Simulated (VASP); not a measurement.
# Ge (I4_1/amd) in VASP: a series of runs, part 2 of 2

VASP 6.6.1.

**3. Single point, RPBE+D4**

This run uses another cell than the first one, of 18.22 Å³/atom, 0.984 times its volume.

INCAR reads:

```
  PREC = Accurate
  ENCUT = 520
  EDIFF = 1E-7
  ISMEAR = -1
  SIGMA = 0.05
  LREAL = F
  LASPH = T
  NELM = 60
  ALGO = Normal
  ISIF = 2
  LWAVE = F
  LCHARG = F
  GGA = RP
  IVDW = 13
  NBANDS = 21
```

KPOINTS reads:

```
regular mesh
0
Gamma
  11 11 11
```

POSCAR reads:

```
Ge
1.0
   -2.5596624378      2.5596624378      1.3904113259
    2.5596624378     -2.5596624378      1.3904113259
    2.5596624378      2.5596624378     -1.3904113259
Ge
2
Direct
    0.5000000000      0.5000000000      0.0000000000
    0.2500000000      0.7500000000      0.5000000000
```

Potentials or basis: VASP PAW PBE potentials, release 64 (Ge_d).

Started as:

```bash
$ cat potpaw_PBE.64/Ge_d/POTCAR > POTCAR
$ mpirun -np 1 vasp_std > vasp.out
```

OUTCAR:

```text
PREC = Accurate
   ENCUT = 520
   EDIFF = 1E-7
   ISMEAR = -1
   LREAL = F
   LASPH = T
   NELM = 60
   ISIF = 2
   GGA = RP
   IVDW = 13

 ion  position               nearest neighbor table
   1  0.500  0.500  0.000-   2 2.65   2 2.65   2 2.65   2 2.65
   2  0.250  0.750  0.500-   1 2.65   1 2.65   1 2.65   1 2.65

  LATTYP: Found a body centered tetragonal cell.
 ALAT       =     5.1193248756
 C/A-ratio  =     0.5432010508

  Lattice vectors:

 A1 = (  -2.5596624378,   2.5596624378,   1.3904113259)
 A2 = (   2.5596624378,  -2.5596624378,   1.3904113259)
 A3 = (   2.5596624378,   2.5596624378,  -1.3904113259)

Analysis of symmetry for initial positions (statically):
=====================================================================
 Subroutine PRICEL returns:
 Original cell was already a primitive cell.

 Routine SETGRP: Setting up the symmetry group for a
 body centered tetragonal supercell.

 Subroutine GETGRP returns: Found 16 space group operations
 (whereof  8 operations were pure point group operations)
 out of a pool of 16 trial point group operations.

The static configuration has the point symmetry D_2d.
 The point group associated with its full space group is D_4h.

Analysis of symmetry for dynamics (positions and initial velocities):
=====================================================================
 Subroutine PRICEL returns:
 Original cell was already a primitive cell.

 Routine SETGRP: Setting up the symmetry group for a
 body centered tetragonal supercell.

 Subroutine GETGRP returns: Found 16 space group operations
 (whereof  8 operations were pure point group operations)
 out of a pool of 16 trial point group operations.

The dynamic configuration has the point symmetry D_2d.
 The point group associated with its full space group is D_4h.

 Subroutine INISYM returns: Found 16 space group operations
 (whereof  8 operations are pure point group operations),
 and found     1 'primitive' translations

----------------------------------------------------------------------------------------

                                     Primitive cell

  volume of cell :      36.4392

  direct lattice vectors                    reciprocal lattice vectors
    -2.559662438  2.559662438  1.390411326     0.000000000  0.195338257  0.359605816
     2.559662438 -2.559662438  1.390411326     0.195338257  0.000000000  0.359605816
     2.559662438  2.559662438 -1.390411326     0.195338257  0.195338257  0.000000000

  length of vectors
     3.877755439  3.877755439  3.877755439     0.409235113  0.409235113  0.276250013

  position of ions in fractional coordinates (direct lattice)
     0.500000000  0.500000000  0.000000000
     0.250000000  0.750000000  0.500000000

  ion indices of the primitive-cell ions
   primitive index   ion index
                 1           1
                 2           2

----------------------------------------------------------------------------------------

 KPOINTS: regular mesh

Automatic generation of k-mesh.
 Grid dimensions read from file:
 generate k-points for:   11   11   11

 Generating k-lattice:

  Cartesian coordinates                     Fractional coordinates (reciprocal lattice)
     0.000000000  0.017758023  0.032691438     0.090909091  0.000000000  0.000000000
     0.017758023  0.000000000  0.032691438     0.000000000  0.090909091  0.000000000
     0.017758023  0.017758023  0.000000000     0.000000000  0.000000000  0.090909091

  Length of vectors
     0.037203192  0.037203192  0.025113638

  Shift w.r.t. Gamma in fractional coordinates (k-lattice)
     0.000000000  0.000000000  0.000000000

 Subroutine IBZKPT returns following result:
 ===========================================

 Found    126 irreducible k-points:

 Following reciprocal coordinates:
            Coordinates               Weight
  0.000000  0.000000  0.000000      1.000000
  0.090909  0.000000  0.000000      8.000000
  0.181818  0.000000 -0.000000      8.000000
  0.272727 -0.000000  0.000000      8.000000
  0.363636  0.000000  0.000000      8.000000
  0.454545 -0.000000  0.000000      8.000000
[... 16 lines left out ...]
 -0.272727  0.181818 -0.000000     16.000000
 -0.181818  0.181818  0.000000      4.000000
 [... further k-points ...]
   k-points           NKPTS =    126   k-points in BZ     NKDIM =    126   number of bands    NBANDS=     21
   number of dos      NEDOS =    301   number of ions     NIONS =      2
   total plane-waves  NPLWV =  27000
   dimension x,y,z NGX =    30 NGY =   30 NGZ =   30
   dimension x,y,z NGXF=    60 NGYF=   60 NGZF=   60
   ions per type =               2
   NGX,Y,Z   is equivalent  to a cutoff of  12.86, 12.86, 12.86 a.u.
   NGXF,Y,Z  is equivalent  to a cutoff of  25.72, 25.72, 25.72 a.u.
 SYSTEM =  unknown system
   PREC   = accura    normal or accurate (medium, high low for compatibility)
   ISTART =      0    job   : 0-new  1-cont  2-samecut
   ICHARG =      2    charge: 1-file 2-atom 10-const
   ISPIN  =      1    spin polarized calculation?
   LNONCOLLINEAR =      F non collinear calculations
   LSORBIT =      F    spin-orbit coupling
   LASPH  =      T    aspherical Exc in radial PAW
   ENCUT  =  520.0 eV  38.22 Ry    6.18 a.u.   7.21  7.21  7.21*2*pi/ulx,y,z
   NELM   =     60;   NELMIN=  2; NELMDL= -5     # of ELM steps
   EDIFF  = 0.1E-06   stopping-criterion for ELM
   LREAL  =      F    real-space projection
   EDIFFG = 0.1E-05   stopping-criterion for IOM
   NSW    =      0    number of steps for IOM
   IBRION =     -1    ionic relax: 0-MD 1-quasi-New 2-CG
   NFREE  =      0    steps in history (QN), initial steepest desc. (CG)
   ISIF   =      2    stress and relaxation
   ISYM   =      2    0-nonsym 1-usesym 2-fastsym
   POTIM  = 0.5000    time-step for ionic-motion
   TEBEG  =    0.0;   TEEND  =   0.0 temperature during run
   PSTRESS=    0.0 pullay stress
   NELECT =      28.0000    total number of electrons
   NUPDOWN=      -1.0000    fix difference up-down
   EMIN   =  10.00;   EMAX   =-10.00  energy-range for DOS
   EFERMI =   0.00;   METHOD = LEGACY
   ISMEAR =    -1;   SIGMA  =   0.05  broadening in eV -4-tet -1-fermi 0-gaus
   EFERMI_NEDOS =   21; number of points for ismear=-14 and -15
   IALGO  =     38    algorithm
   IMIX   =      4    mixing-type and parameters
     AMIX     =   0.40;   BMIX     =  1.00
     AMIX_MAG =   1.60;   BMIX_MAG =  1.00
  volume/ion in A,a.u.               =      18.22       122.95
  Fermi-wavevector in a.u.,A,eV,Ry     =   1.499471  2.833589 30.591503  2.248412
  Thomas-Fermi vector in A             =   2.611096
   LORBIT       =      0    0 simple, 1 ext, 2 COOP (PROOUT), +10 PAW based schemes
   GGA     = RP    functional components
   LHFCALC =     F    Hartree Fock is set to
   AEXX    =    0.0000 exact exchange contribution
   IVDW    =    13    specifies the selected vdW correction
   LEPSILON=     F    determine dielectric tensor
   LRPA    =     F    only Hartree local field effects (RPA)
 non-spin polarized calculation
  energy-cutoff  :      520.00
  volume of cell :       36.44
 maximum number of plane-waves:       993
 NGX is ok and might be reduce to    30
   NGX = 15   NGY = 15   NGZ = 15

 number of electron      28.0000017 magnetization

 Free energy of the ion-electron system (eV)
  ---------------------------------------------------
  ext. energy  EPLUGINS =         0.00000000
  ---------------------------------------------------
  free energy    TOTEN  =        -7.78504239 eV

  energy without entropy =       -7.77711886  energy(sigma->0) =       -7.78108062

 E-fermi :   7.1444     XC(G=0): -11.2987

 val. band max:        7.1245973846   @ k =  -0.1818  -0.1818   0.0909
 cond. band min:       7.1636078715   @ k =  -0.1818  -0.4545   0.0909
 fundamental gap:      0.0390104870
 Fermi energy:         7.1443984635

 k-point     1 :       0.0000    0.0000    0.0000
  band No.  band energies     occupation
      1     -17.7295      2.00000
      2     -17.6850      2.00000
      3     -17.6521      2.00000
      4     -17.6519      2.00000
      5     -17.5421      2.00000
      6     -17.5421      2.00000
[... 13 lines left out ...]
     20      18.7054      0.00000
     21      19.6780      0.00000
[... 529 lines left out ...]
 k-point    24 :      -0.1818    0.1818    0.0000
  band No.  band energies     occupation
      1     -17.7116      2.00000
      2     -17.6879      2.00000
      3     -17.6617      2.00000
      4     -17.6359      2.00000
      5     -17.5504      2.00000
      6     -17.5338      2.00000
[... 13 lines left out ...]
     20      19.3466      0.00000
     21      19.7931      0.00000

 [... further k-points ...]

------------------------ aborting loop because EDIFF is reached ----------------------------------------

  DFT-D4 for vdW energy calculation

  Edisp (eV):   -1.55065

  FORCE on cell =-STRESS in cart. coord.  units (eV):
  Direction    XX          YY          ZZ          XY          YZ          ZX
  --------------------------------------------------------------------------------------
  -------------------------------------------------------------------------------------
  Total      -0.01005    -0.01005     0.00016     0.00000     0.00000     0.00000
  in kB      -0.44198    -0.44198     0.00696     0.00000     0.00000     0.00000
  external pressure =       -0.29 kB  Pullay stress =        0.00 kB

 VOLUME and BASIS-vectors are now :
 -----------------------------------------------------------------------------
  energy-cutoff  :      520.00
  volume of cell :       36.44
      direct lattice vectors                 reciprocal lattice vectors
    -2.559662438  2.559662438  1.390411326     0.000000000  0.195338257  0.359605816
     2.559662438 -2.559662438  1.390411326     0.195338257  0.000000000  0.359605816
     2.559662438  2.559662438 -1.390411326     0.195338257  0.195338257  0.000000000

 POSITION                                       TOTAL-FORCE (eV/Angst)
 -----------------------------------------------------------------------------------
      0.00000      0.00000      1.39041        -0.000000     -0.000000     -0.000000
      2.55966      0.00000      0.69521         0.000000      0.000000      0.000000
 -----------------------------------------------------------------------------------
    total drift:                                0.000000     -0.000000      0.000000

  FREE ENERGIE OF THE ION-ELECTRON SYSTEM (eV)
  ---------------------------------------------------
  free  energy   TOTEN  =        -9.3356967565 eV

  energy  without entropy=       -9.3277732275  energy(sigma->0) =       -9.33173499
```

Wall time 40 s (1 thread of Intel Xeon 6975P-C (Granite Rapids), shared host); peak memory 0.21 GiB.

What came out:

```
Free energy                : -9.3357 eV
Pressure                   : 0.0 GPa
Band gap on the k mesh     : zero (band 14 reaches 8.91 eV, above the bottom of band 15 at 4.05 eV)
Dispersion energy per atom : -0.775 eV
```

Caveat: the PAW data sets were made with another functional, which shifts forces and pressure a little; pairwise dispersion overbinds metals, which lowers pressure and volume.

**4. Single point, PBEsol**

This run uses another cell than the first one, of 18.39 Å³/atom, 0.993 times its volume.

INCAR reads:

```
ALGO     = Normal         # electronic algorithm
EDIFF    = 1E-6           # SCF threshold, eV
ENCUT    = 520            # plane-wave cutoff, eV
GGA      = PS             # functional
ISIF     = 2              # what is computed and relaxed
ISMEAR   = -1             # smearing method
LASPH    = True           # aspherical terms in the spheres
LCHARG   = True           # write CHGCAR
LELF     = True           # ELF
LREAL    = False          # projectors in reciprocal space
LVHAR    = True         
LWAVE    = False          # write WAVECAR
NBANDS   = 21             # bands
NELM     = 100            # most SCF steps
PREC     = Accurate       # precision mode
SIGMA    = 0.05           # smearing width, eV
```

KPOINTS reads:

```
k-points
0
Gamma
  11 11 11
```

POSCAR reads:

```
Ge
1.0
   -2.5702938573      2.5702938573      1.3916451965
    2.5702938573     -2.5702938573      1.3916451965
    2.5702938573      2.5702938573     -1.3916451965
Ge
2
Direct
    0.5000000000      0.5000000000      0.0000000000
    0.2500000000      0.7500000000      0.5000000000
```

Started as:

```bash
$ cat potpaw_PBE.64/Ge_d/POTCAR > POTCAR
$ mpirun -np 1 vasp_std > vasp.out
```

Wall time 39 s (1 thread of Intel Xeon 6975P-C (Granite Rapids), shared host); peak memory 0.22 GiB.

Results (log left out):

```yaml
Free_energy: -9.5418 eV
Pressure: -0.1 GPa
Band_gap_on_the_k_mesh: zero (band 14 reaches 8.47 eV, above the bottom of band 15 at 3.73 eV)
```

Levels at points of the mesh, in eV from the Fermi level:
```
           k point  band 12  band 13  band 14  band 15  band 16  band 17
(0.00, 0.00, 0.00)    -4.10    -2.40    -2.40     3.19     7.59     7.59
```

Caveat: the PAW data sets were made with another functional, which shifts forces and pressure a little.

**5. Single point, PBE+D4**

INCAR reads:

```
SYSTEM = Ge
ALGO     = Normal         ! electronic algorithm
EDIFF    = 1E-6           ! SCF threshold, eV
ENCUT    = 520            ! plane-wave cutoff, eV
GGA      = PE             ! functional
ISIF     = 2              ! what is computed and relaxed
ISMEAR   = -1             ! smearing method
IVDW     = 13             ! dispersion correction
LASPH    = .True.         ! aspherical terms in the spheres
LCHARG   = .False.        ! write CHGCAR
LREAL    = .False.        ! projectors in reciprocal space
LWAVE    = .False.        ! write WAVECAR
NBANDS   = 21             ! bands
NELM     = 100            ! most SCF steps
PREC     = Accurate       ! precision mode
SIGMA    = 0.05           ! smearing width, eV
```

KPOINTS reads:

```
k-points
0
Gamma
  11 11 11
  0 0 0
```

POSCAR reads:

```
Ge
1.0
   -2.5782263871      2.5782263871      1.3954769858
    2.5782263871     -2.5782263871      1.3954769858
    2.5782263871      2.5782263871     -1.3954769858
Ge
2
Direct
    0.5000000000      0.5000000000      0.0000000000
    0.2500000000      0.7500000000      0.5000000000
```

Started as:

```bash
$ cat potpaw_PBE.64/Ge_d/POTCAR > POTCAR
$ mpirun -np 1 vasp_std > vasp.out
```

Wall time 37 s (1 thread of Intel Xeon 6975P-C (Granite Rapids), shared host); peak memory 0.22 GiB.

The run converged. Its results:

* Free energy: -9.3463 eV
* Pressure: -0.1 GPa
* Band gap on the k mesh: zero (band 14 reaches 8.48 eV, above the bottom of band 15 at 3.82 eV)
* Dispersion energy per atom: -0.390 eV

Levels at points of the mesh, in eV from the Fermi level:
| k point | band 12 | band 13 | band 14 | band 15 | band 16 | band 17 |
| --- | --- | --- | --- | --- | --- | --- |
| (0.00, 0.00, 0.00) | -4.13 | -2.37 | -2.37 | 3.25 | 7.54 | 7.54 |

Caveat: pairwise dispersion overbinds metals, which lowers pressure and volume.

**6. The runs side by side**

| level | cell | k mesh | gap on the mesh (eV) | pressure (GPa) |
| --- | --- | --- | --- | --- |
| PBEsol | a = 3.900 Å, angles 97.4, 97.4, 138.0°, 2 atoms | 10 × 10 × 10 | none | -0.7 |
| RPBE+D4 | a = 3.878 Å, angles 97.4, 97.4, 138.0°, 2 atoms | 11 × 11 × 11 | none | 0.0 |
| PBEsol | a = 3.892 Å, angles 97.3, 97.3, 138.1°, 2 atoms | 11 × 11 × 11 | none | -0.1 |
| PBE+D4 | a = 3.904 Å, angles 97.3, 97.3, 138.1°, 2 atoms | 11 × 11 × 11 | none | -0.1 |

Alike in all rows: task single point; potentials or basis VASP PAW PBE potentials, release 64 (Ge_d); no spin polarisation; cutoff (eV) 520; smearing fermi-dirac 0.05 eV.

Caveats: the PAW data sets were made with another functional, which shifts forces and pressure a little (some runs); pairwise dispersion overbinds metals, which lowers pressure and volume (some runs).

Total energies depend on the potentials used, so only differences within one code and one set of settings carry meaning.
